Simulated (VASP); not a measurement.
# Sn in VASP: single point with PBEsol

Aim: the single point of Sn with PBEsol.

Program: VASP 6.6.1. These are calculated values, not measurements. Logs are shortened: lines on timing, memory, paths and dates and some standing lists are left out, and cuts for length are marked.

### 1 The cell of the first run

The cell holds a slab with vacuum, 10 atoms: a = 3.153 Å, b = 5.838 Å, c = 26.676 Å, α = 90.00°, β = 90.00°, γ = 90.00°.

### 2 Single point, PBEsol

INCAR

```
PREC = Accurate
ENCUT = 520
EDIFF = 1E-7
ISMEAR = 0
SIGMA = 0.1
LREAL = F
LASPH = T
NELM = 100
ALGO = Normal
ISIF = 2
LWAVE = F
LCHARG = F
LDIPOL = T
IDIPOL = 3
DIPOL = 0.5 0.5 0.500
GGA = PS
NBANDS = 81
```

KPOINTS

```
regular mesh
0
Gamma
  11 6 1
```

POSCAR

```
Sn
1.0
    3.1526176509      0.0000000000      0.0000000000
    0.0000000000      5.8377784409      0.0000000000
    0.0000000000      0.0000000000     26.6755568817
Sn
10
Direct
    0.5000000000      0.5000000000      0.2811562673
    0.2500000000      0.0000000000      0.2811562673
    0.0000000000      0.0000000000      0.3905781336
    0.7500000000      0.5000000000      0.3905781336
    0.5000000000      0.5000000000      0.5000000000
    0.2500000000      0.0000000000      0.5000000000
    0.0000000000      0.0000000000      0.6094218664
    0.7500000000      0.5000000000      0.6094218664
    0.5000000000      0.5000000000      0.7188437327
    0.2500000000      0.0000000000      0.7188437327
```

Potentials or basis: VASP PAW PBE potentials, release 64 (Sn_d).

Command:

```bash
$ cat potpaw_PBE.64/Sn_d/POTCAR > POTCAR
$ mpirun -np 1 vasp_std > vasp.out
```

OUTCAR:

```text
PREC = Accurate
   ENCUT = 520
   EDIFF = 1E-7
   ISMEAR = 0
   LREAL = F
   LASPH = T
   NELM = 100
   ISIF = 2
   GGA = PS

 ion  position               nearest neighbor table
   1  0.500  0.500  0.281-   4 3.02   2 3.02   2 3.02   4 3.76   2 3.76   2 3.76
   2  0.250  0.000  0.281-   3 3.02   1 3.02   1 3.02   3 3.76   1 3.76   1 3.76
   3  0.000  0.000  0.391-   2 3.02   4 3.02   4 3.02   6 3.02   2 3.76   4 3.76   4 3.76   6 3.76

   4  0.750  0.500  0.391-   1 3.02   3 3.02   3 3.02   5 3.02   1 3.76   3 3.76   3 3.76   5 3.76

   5  0.500  0.500  0.500-   6 3.02   6 3.02   8 3.02   4 3.02   6 3.76   6 3.76   4 3.76   8 3.76

   6  0.250  0.000  0.500-   5 3.02   5 3.02   7 3.02   3 3.02   5 3.76   5 3.76   3 3.76   7 3.76

   7  0.000  0.000  0.609-  10 3.02   8 3.02   8 3.02   6 3.02  10 3.76   8 3.76   8 3.76   6 3.76

   8  0.750  0.500  0.609-   9 3.02   7 3.02   7 3.02   5 3.02   9 3.76   7 3.76   7 3.76   5 3.76

   9  0.500  0.500  0.719-   8 3.02  10 3.02  10 3.02   8 3.76  10 3.76  10 3.76
  10  0.250  0.000  0.719-   7 3.02   9 3.02   9 3.02   7 3.76   9 3.76   9 3.76

  LATTYP: Found a simple orthorhombic cell.
 ALAT       =     3.1526176509
 B/A-ratio  =     1.8517242138
 C/A-ratio  =     8.4613993308

  Lattice vectors:

 A1 = (   3.1526176509,   0.0000000000,   0.0000000000)
 A2 = (   0.0000000000,   5.8377784409,   0.0000000000)
 A3 = (   0.0000000000,   0.0000000000,  26.6755568817)

Analysis of symmetry for initial positions (statically):
=====================================================================
 Subroutine PRICEL returns:
 Original cell was already a primitive cell.

 Routine SETGRP: Setting up the symmetry group for a
 simple orthorhombic supercell.

 Subroutine GETGRP returns: Found  8 space group operations
 (whereof  4 operations were pure point group operations)
 out of a pool of  8 trial point group operations.

The static configuration has the point symmetry C_2v.
 The point group associated with its full space group is D_2h.

Analysis of symmetry for dynamics (positions and initial velocities):
=====================================================================
 Subroutine PRICEL returns:
 Original cell was already a primitive cell.

 Routine SETGRP: Setting up the symmetry group for a
 simple orthorhombic supercell.

 Subroutine GETGRP returns: Found  8 space group operations
 (whereof  4 operations were pure point group operations)
 out of a pool of  8 trial point group operations.

The dynamic configuration has the point symmetry C_2v.
 The point group associated with its full space group is D_2h.

 Subroutine INISYM returns: Found  8 space group operations
 (whereof  4 operations are pure point group operations),
 and found     1 'primitive' translations

----------------------------------------------------------------------------------------

                                     Primitive cell

  volume of cell :     490.9445

  direct lattice vectors                    reciprocal lattice vectors
     3.152617651  0.000000000  0.000000000     0.317196727  0.000000000  0.000000000
     0.000000000  5.837778441  0.000000000     0.000000000  0.171298039  0.000000000
     0.000000000  0.000000000 26.675556882     0.000000000  0.000000000  0.037487502

  length of vectors
     3.152617651  5.837778441 26.675556882     0.317196727  0.171298039  0.037487502

  position of ions in fractional coordinates (direct lattice)
     0.500000000  0.500000000  0.281156267
     0.250000000  0.000000000  0.281156267
     0.000000000  0.000000000  0.390578134
     0.750000000  0.500000000  0.390578134
     0.500000000  0.500000000  0.500000000
     0.250000000  0.000000000  0.500000000
     0.000000000  0.000000000  0.609421866
     0.750000000  0.500000000  0.609421866
     0.500000000  0.500000000  0.718843733
     0.250000000  0.000000000  0.718843733

  ion indices of the primitive-cell ions
   primitive index   ion index
                 1           1
                 2           2
                 3           3
                 4           4
                 5           5
                 6           6
                 7           7
                 8           8
                 9           9
                10          10

----------------------------------------------------------------------------------------

 KPOINTS: regular mesh

Automatic generation of k-mesh.
 Grid dimensions read from file:
 generate k-points for:   11    6    1

 Generating k-lattice:

  Cartesian coordinates                     Fractional coordinates (reciprocal lattice)
     0.028836066  0.000000000  0.000000000     0.090909091  0.000000000  0.000000000
     0.000000000  0.028549673  0.000000000     0.000000000  0.166666667  0.000000000
     0.000000000  0.000000000  0.037487502     0.000000000  0.000000000  1.000000000

  Length of vectors
     0.028836066  0.028549673  0.037487502

  Shift w.r.t. Gamma in fractional coordinates (k-lattice)
     0.000000000  0.000000000  0.000000000

 Subroutine IBZKPT returns following result:
 ===========================================

 Found     24 irreducible k-points:

 Following reciprocal coordinates:
            Coordinates               Weight
  0.000000  0.000000  0.000000      1.000000
  0.090909  0.000000  0.000000      2.000000
  0.181818  0.000000  0.000000      2.000000
  0.272727  0.000000  0.000000      2.000000
  0.363636  0.000000  0.000000      2.000000
  0.454545  0.000000  0.000000      2.000000
[... 16 lines left out ...]
  0.363636  0.500000  0.000000      2.000000
  0.454545  0.500000  0.000000      2.000000
   k-points           NKPTS =     24   k-points in BZ     NKDIM =     24   number of bands    NBANDS=     81
   number of dos      NEDOS =    301   number of ions     NIONS =     10
   total plane-waves  NPLWV = 230400
   dimension x,y,z NGX =    24 NGY =   48 NGZ =  200
   dimension x,y,z NGXF=    48 NGYF=   96 NGZF=  400
   ions per type =              10
   NGX,Y,Z   is equivalent  to a cutoff of  12.66, 13.67, 12.46 a.u.
   NGXF,Y,Z  is equivalent  to a cutoff of  25.31, 27.34, 24.93 a.u.
 SYSTEM =  unknown system
   PREC   = accura    normal or accurate (medium, high low for compatibility)
   ISTART =      0    job   : 0-new  1-cont  2-samecut
   ICHARG =      2    charge: 1-file 2-atom 10-const
   ISPIN  =      1    spin polarized calculation?
   LNONCOLLINEAR =      F non collinear calculations
   LSORBIT =      F    spin-orbit coupling
   LASPH  =      T    aspherical Exc in radial PAW
   ENCUT  =  520.0 eV  38.22 Ry    6.18 a.u.   5.86 10.85 49.60*2*pi/ulx,y,z
   NELM   =    100;   NELMIN=  2; NELMDL= -5     # of ELM steps
   EDIFF  = 0.1E-06   stopping-criterion for ELM
   LREAL  =      F    real-space projection
   EDIFFG = 0.1E-05   stopping-criterion for IOM
   NSW    =      0    number of steps for IOM
   IBRION =     -1    ionic relax: 0-MD 1-quasi-New 2-CG
   NFREE  =      0    steps in history (QN), initial steepest desc. (CG)
   ISIF   =      2    stress and relaxation
   ISYM   =      2    0-nonsym 1-usesym 2-fastsym
   POTIM  = 0.5000    time-step for ionic-motion
   TEBEG  =    0.0;   TEEND  =   0.0 temperature during run
   PSTRESS=    0.0 pullay stress
   NELECT =     140.0000    total number of electrons
   NUPDOWN=      -1.0000    fix difference up-down
   EMIN   =  10.00;   EMAX   =-10.00  energy-range for DOS
   EFERMI =   0.00;   METHOD = LEGACY
   ISMEAR =     0;   SIGMA  =   0.10  broadening in eV -4-tet -1-fermi 0-gaus
   EFERMI_NEDOS =   21; number of points for ismear=-14 and -15
   IALGO  =     38    algorithm
   IMIX   =      4    mixing-type and parameters
     AMIX     =   0.40;   BMIX     =  1.00
     AMIX_MAG =   1.60;   BMIX_MAG =  1.00
  volume/ion in A,a.u.               =      49.09       331.31
  Fermi-wavevector in a.u.,A,eV,Ry     =   1.077556  2.036286 15.798105  1.161128
  Thomas-Fermi vector in A             =   2.213471
   LORBIT       =      0    0 simple, 1 ext, 2 COOP (PROOUT), +10 PAW based schemes
   GGA     = PS    functional components
   LHFCALC =     F    Hartree Fock is set to
   AEXX    =    0.0000 exact exchange contribution
   IVDW    =     0    specifies the selected vdW correction
   LEPSILON=     F    determine dielectric tensor
   LRPA    =     F    only Hartree local field effects (RPA)
 non-spin polarized calculation
 Gauss-broadening in eV      SIGMA  =   0.10
  energy-cutoff  :      520.00
  volume of cell :      490.94
 maximum number of plane-waves:     13296
 NGX is ok and might be reduce to    24
   NGX = 11   NGY = 21   NGZ = 99

 number of electron     139.9999957 magnetization

 dipolmoment           0.000000      0.000000      0.000000 electrons x Angstroem

 Free energy of the ion-electron system (eV)
  ---------------------------------------------------
  ext. energy  EPLUGINS =         0.00000000
  ---------------------------------------------------
  free energy    TOTEN  =       -41.36485296 eV

  energy without entropy =      -41.34044611  energy(sigma->0) =      -41.35264953

 E-fermi :   2.4480     XC(G=0):  -6.2965

 val. band max:        2.4155475441   @ k =   0.0909   0.3333   0.0000
 cond. band min:       2.4633165421   @ k =   0.4545   0.0000   0.0000
 fundamental gap:      0.0477689980
 Fermi energy:         2.4480393215

 k-point     1 :       0.0000    0.0000    0.0000
  band No.  band energies     occupation
      1     -19.0712      2.00000
      2     -19.0446      2.00000
      3     -19.0258      2.00000
      4     -19.0195      2.00000
      5     -19.0186      2.00000
      6     -19.0057      2.00000
[... 73 lines left out ...]
     80       7.8286      0.00000
     81       7.8589      0.00000

 k-point     2 :       0.0909    0.0000    0.0000
  band No.  band energies     occupation
      1     -19.0694      2.00000
      2     -19.0424      2.00000
      3     -19.0170      2.00000
      4     -19.0067      2.00000
      5     -19.0055      2.00000
      6     -18.9906      2.00000
[... 73 lines left out ...]
     80       7.1388      0.00000
     81       7.4767      0.00000
[... 1762 lines left out ...]
     80       5.0724      0.00000
     81       5.6495      0.00000

 k-point    24 :       0.4545    0.5000    0.0000
  band No.  band energies     occupation
      1     -19.0043      2.00000
      2     -19.0043      2.00000
      3     -18.9943      2.00000
      4     -18.9943      2.00000
      5     -18.9739      2.00000
      6     -18.9739      2.00000
[... 73 lines left out ...]
     80       5.5602      0.00000
     81       5.7841      0.00000

------------------------ aborting loop because EDIFF is reached ----------------------------------------

 vacuum level on the upper side and lower side of the slab       (xc-potential included)        -0.125        -0.125

  FORCE on cell =-STRESS in cart. coord.  units (eV):
  Direction    XX          YY          ZZ          XY          YZ          ZX
  --------------------------------------------------------------------------------------
  -------------------------------------------------------------------------------------
  Total       -1.7148894     -2.2343244     -0.3644594      0.0000000      0.0000000      0.0000000
  in kB       -5.5964713     -7.2916265     -1.1893983      0.0000000      0.0000000      0.0000000
  external PRESSURE =      -4.6924987 kB  Pullay stress =       0.0000000 kB

 VOLUME and BASIS-vectors are now :
 -----------------------------------------------------------------------------
  energy-cutoff  :      520.00
  volume of cell :      490.94
      direct lattice vectors                 reciprocal lattice vectors
     3.152617651  0.000000000  0.000000000     0.317196727  0.000000000  0.000000000
     0.000000000  5.837778441  0.000000000     0.000000000  0.171298039  0.000000000
     0.000000000  0.000000000 26.675556882     0.000000000  0.000000000  0.037487502

 POSITION                                       TOTAL-FORCE (eV/Angst)
 -----------------------------------------------------------------------------------
      1.57631      2.91889      7.50000         0.047700     -0.000000      0.036998
      0.78815      0.00000      7.50000        -0.047700     -0.000000      0.036998
      0.00000      0.00000     10.41889         0.040054      0.000000     -0.056485
      2.36446      2.91889     10.41889        -0.040054     -0.000000     -0.056485
      1.57631      2.91889     13.33778         0.020021     -0.000000      0.000000
      0.78815      0.00000     13.33778        -0.020021     -0.000000      0.000000
      0.00000      0.00000     16.25667         0.040054      0.000000      0.056485
      2.36446      2.91889     16.25667        -0.040054     -0.000000      0.056485
      1.57631      2.91889     19.17556         0.047700      0.000000     -0.036998
      0.78815      0.00000     19.17556        -0.047700     -0.000000     -0.036998
 -----------------------------------------------------------------------------------
    total drift:                                0.000000      0.000000      0.000000

  FREE ENERGIE OF THE ION-ELECTRON SYSTEM (eV)
  ---------------------------------------------------
  free  energy   TOTEN  =       -41.3648529603 eV

  energy  without entropy=      -41.3404461092  energy(sigma->0) =      -41.35264953

 vacuum level on the upper side and lower side of the slab         6.532         6.532
```

It took 23 min on 1 thread of Intel Xeon 6975P-C (Granite Rapids), shared host; peak memory 0.88 GiB.

Results:

| Item | Value |
| --- | --- |
| Free energy | -41.3649 eV |
| Largest force | 0.069 eV/Å |
| Band gap on the k mesh | zero (band 70 reaches 3.53 eV, above the bottom of band 71 at 1.34 eV) |

Forces in eV/Å, atoms in the order of the input:
```
Sn   0.048  0.000  0.037
Sn  -0.048  0.000  0.037
Sn   0.040  0.000 -0.056
Sn  -0.040  0.000 -0.056
Sn   0.020  0.000  0.000
Sn  -0.020  0.000  0.000
Sn   0.040  0.000  0.056
Sn  -0.040  0.000  0.056
Sn   0.048  0.000 -0.037
Sn  -0.048  0.000 -0.037
```

Caveat: the PAW data sets were made with another functional, which shifts forces and pressure a little; spin-orbit coupling is left out, which moves the levels of the heavy elements.
